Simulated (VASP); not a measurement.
Wanted: the native input for a VASP 6.6.1 run.

| Quantity | Value |
| --- | --- |
| Task | single point |
| Functional | PBEsol |
| Potentials or basis | VASP PAW PBE potentials, release 64 (Ta_pv, N) |
| Cutoff | 520 eV |
| k mesh | 10 × 10 × 4 |
| Occupations | fermi-dirac, width 0.05 eV |
| Spin | no spin polarisation |
| Dipole correction | no |
| Further INCAR settings | ALGO = Normal; EDIFF = 1e-07; NBANDS = 27 |

The structure of Ta3N lies in POSCAR:

```
Ta3N
1.0
    3.0322239879      0.0000000000      0.0000000000
   -1.5161119940      2.6259830035      0.0000000000
    0.0000000000      0.0000000000      7.5241370000
Ta N
3 1
Direct
    0.6666666667      0.3333333333      0.8260700000
    0.3333333333      0.6666666667      0.1739300000
    0.0000000000      0.0000000000      0.5000000000
    0.0000000000      0.0000000000      0.0000000000
```

The input as run:

INCAR

```
PREC = Accurate ; ENCUT = 520
EDIFF = 1E-7 ; ISMEAR = -1
SIGMA = 0.05 ; LREAL = False
LASPH = True ; NELM = 80
ALGO = Normal ; ISIF = 2
LWAVE = False ; LCHARG = True
GGA = PS ; LELF = True
LVHAR = True ; NBANDS = 27
```

KPOINTS

```
regular mesh
0
Gamma
  10 10 4
```

Potentials or basis: VASP PAW PBE potentials, release 64 (Ta_pv, N).

Run with:

```bash
$ cat potpaw_PBE.64/Ta_pv/POTCAR potpaw_PBE.64/N/POTCAR > POTCAR
$ mpirun -np 1 vasp_std > vasp.out
```

Results of the run:

```json
{
 "Pressure": "-7.8 GPa",
 "Largest force": "0.342 eV/Å",
 "Band gap on the k mesh": "zero (bands 19 and 20 overlap by 0.65 eV)"
}
```

Caveat: the cell stands under tension; the PAW data sets were made with another functional, which shifts forces and pressure a little; spin-orbit coupling is left out, which moves the levels of the heavy elements.

Wall time 57 s on 1 thread of Intel(R) Xeon(R) Platinum 8259CL CPU @ 2.50GHz (Skylake/Cascade Lake), on a shared host, peak memory 0.22 GiB.
